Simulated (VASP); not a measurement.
Input of a VASP 6.6.1 run:

File INCAR:

```
ALGO = Normal
EDIFF = 1E-6
ENCUT = 600
GGA = PS
GGA_COMPAT = False
ISIF = 2
ISMEAR = -1
LASPH = True
LCHARG = False
LREAL = False
LWAVE = False
NBANDS = 38
NELM = 120
PREC = Accurate
SIGMA = 0.3
```

The input KPOINTS:

```
k-points
0
Gamma
  4 4 6
```

POSCAR

```
Zr2N
1.0
    5.4130000000      0.0000000000      0.0000000000
    0.0000000000      5.4130000000      0.0000000000
    0.0000000000      0.0000000000      3.3077900000
Zr N
4 2
Direct
    0.2961300000      0.2961300000      0.0000000000
    0.2038700000      0.7961300000      0.5000000000
    0.7038700000      0.7038700000      0.0000000000
    0.7961300000      0.2038700000      0.5000000000
    0.0000000000      0.0000000000      0.0000000000
    0.5000000000      0.5000000000      0.5000000000
```

Potentials or basis: VASP PAW PBE potentials, release 64 (Zr_sv, N).

Command:

```sh
$ cat potpaw_PBE.64/Zr_sv/POTCAR potpaw_PBE.64/N/POTCAR > POTCAR
$ mpirun -np 1 vasp_std > vasp.out
```

**Question.** Predict the band gap on the k mesh.

**Answer.** Zero (bands 29 and 30 overlap by 2.52 eV).

**Question.** Predict the pressure.

**Answer.** -4.2 GPa.

Forces on the atoms (eV/Å):
```
Zr  -0.031 -0.031  0.000
Zr   0.031 -0.031  0.000
Zr   0.031  0.031  0.000
Zr  -0.031  0.031  0.000
N    0.000  0.000  0.000
N    0.000  0.000  0.000
```

Caveat: the cell stands under tension; so wide a smearing shifts energies and pressures; the PAW data sets were made with another functional, which shifts forces and pressure a little.
